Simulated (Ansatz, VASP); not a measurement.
## As in VASP and in Ansatz

The input INCAR:

```
SYSTEM = As
ALGO = Normal ; DIPOL = 0.5 0.5 0.371
EDIFF = 1E-6 ; ENCUT = 400
GGA = PE ; GGA_COMPAT = .FALSE.
IDIPOL = 3 ; ISIF = 2
ISMEAR = 0 ; IVDW = 12
LASPH = .TRUE. ; LCHARG = .FALSE.
LDIPOL = .TRUE. ; LREAL = .FALSE.
LWAVE = .FALSE. ; NBANDS = 38
NELM = 120 ; NELMDL = -8
PREC = Accurate ; SIGMA = 0.05
```

Contents of KPOINTS:

```
k-points
0
G
  9 9 1
  0 0 0
```

POSCAR

```
As
1.0
    3.5716242608      0.0000000000      0.0000000000
   -1.7858121304      3.0931173426      0.0000000000
    0.0000000000      0.0000000000     20.2951239197
As
4
Direct
    0.3333333333      0.6666666667      0.2217281362
    0.6666666667      0.3333333333      0.2905900936
    0.6666666667      0.3333333333      0.4517125392
    0.3333333333      0.6666666667      0.5205744967
```

Input for Ansatz:

```yaml
crystal:
  lattice:
    - [3.5716242608, 0.0, 0.0]
    - [-1.7858121304, 3.0931173426, 0.0]
    - [0.0, 0.0, 20.2951239197]
  atoms:
    - { symbol: As, position: [0.3333333333, 0.6666666667, 0.2217281362] }
    - { symbol: As, position: [0.6666666667, 0.3333333333, 0.2905900936] }
    - { symbol: As, position: [0.6666666667, 0.3333333333, 0.4517125392] }
    - { symbol: As, position: [0.3333333333, 0.6666666667, 0.5205744967] }
basis:
  ecutwfc: 420
kpoints:
  mp_grid: { grid: [9, 9, 1] }
hamiltonian:
  xc: pbe
  dispersion: d3bj
scf:
  occupations: { method: gaussian, width: 0.05 }
output:
  forces: true
  eigenvalues: true
efield:
  axis: 3
  dipole_correction: true
  ramp_width: 0.04
```

Alike in both runs: task single point; functional PBE; dispersion D3(BJ); k mesh 9 × 9 × 1; occupations gaussian, width 0.05 eV; no spin polarisation.

|  | VASP | Ansatz |
| --- | --- | --- |
| version | VASP 6.6.1 | Ansatz 0.2.0 |
| potentials or method | VASP PAW PBE potentials, release 64 (As_d), cutoff 400 eV | scalar-relativistic, plane waves, PAW |
| valence electrons in the cell | 60 | 60 |

```tsv
	VASP	Ansatz	Ansatz less VASP
gap on the k mesh at the Fermi level (eV)	0.73	0.74	+0.011
least direct gap on the mesh (eV)	1.27	1.28	+0.011
rms of the force components (eV/Å)	0.123	0.130	+0.0071
```

Atom by atom the forces differ by 0.014 eV/Å (rms over components).
